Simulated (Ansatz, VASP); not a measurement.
LiBr in VASP and in Ansatz

INCAR

```
PREC = Accurate
ENCUT = 750
EDIFF = 1E-6
ISMEAR = -1
SIGMA = 0.03
LREAL = False
LASPH = True
NELM = 120
ALGO = Normal
ISIF = 2
LWAVE = False
LCHARG = False
GGA = PE
NBANDS = 12
GGA_COMPAT = False
```

The input KPOINTS:

```
regular mesh
0
Gamma
  9 9 9
```

Contents of POSCAR:

```
LiBr
1.0
    0.0000000000      2.5534772650      2.5534772650
    2.5534772650      0.0000000000      2.5534772650
    2.5534772650      2.5534772650      0.0000000000
Li Br
1 1
Direct
    0.0000000000      0.0000000000      0.0000000000
    0.5000000000      0.5000000000      0.5000000000
```

Input for Ansatz:

```yaml
crystal:
  lattice:
    - [0.0, 2.553477265, 2.553477265]
    - [2.553477265, 0.0, 2.553477265]
    - [2.553477265, 2.553477265, 0.0]
  atoms:
    - { symbol: Li, position: [0.0, 0.0, 0.0] }
    - { symbol: Br, position: [0.5, 0.5, 0.5] }
kpoints:
  mp_grid: { grid: [9, 9, 9] }
  band_path:
    path:
      - [0.0, 0.0, 0.0]
      - [0.5, 0.0, 0.5]
      - [0.625, 0.25, 0.625]
      - [0.375, 0.375, 0.75]
      - [0.0, 0.0, 0.0]
      - [0.5, 0.5, 0.5]
      - [0.5, 0.25, 0.75]
      - [0.5, 0.0, 0.5]
    npoints: 6
scf:
  occupations: { method: fermi_dirac, width: 0.03 }
hamiltonian:
  xc: pbe
  pseudopotentials: { kind: all_electron, lapw: { basis_error: 0.001 } }
output:
  forces: true
  stress: true
  eigenvalues: true
  populations: true
```

Change from the starting cell: volume scaled by 0.8, LAPW.

Alike in both runs: task single point; functional PBE; k mesh 9 × 9 × 9; occupations fermi-dirac, width 0.03 eV; no spin polarisation.

|  | VASP | Ansatz |
| --- | --- | --- |
| version | VASP 6.6.1 | Ansatz 0.2.0 |
| potentials or method | VASP PAW PBE potentials, release 64 (Li_sv, Br), cutoff 750 eV | all-electron LAPW, scalar-relativistic |

```tsv
	VASP	Ansatz	Ansatz less VASP
gap on the k mesh at the Fermi level (eV)	5.75	5.76	+0.004
pressure (GPa)	9.6	9.7	+0.07
```

Ansatz ran all-electron here, and VASP with PAW potentials.
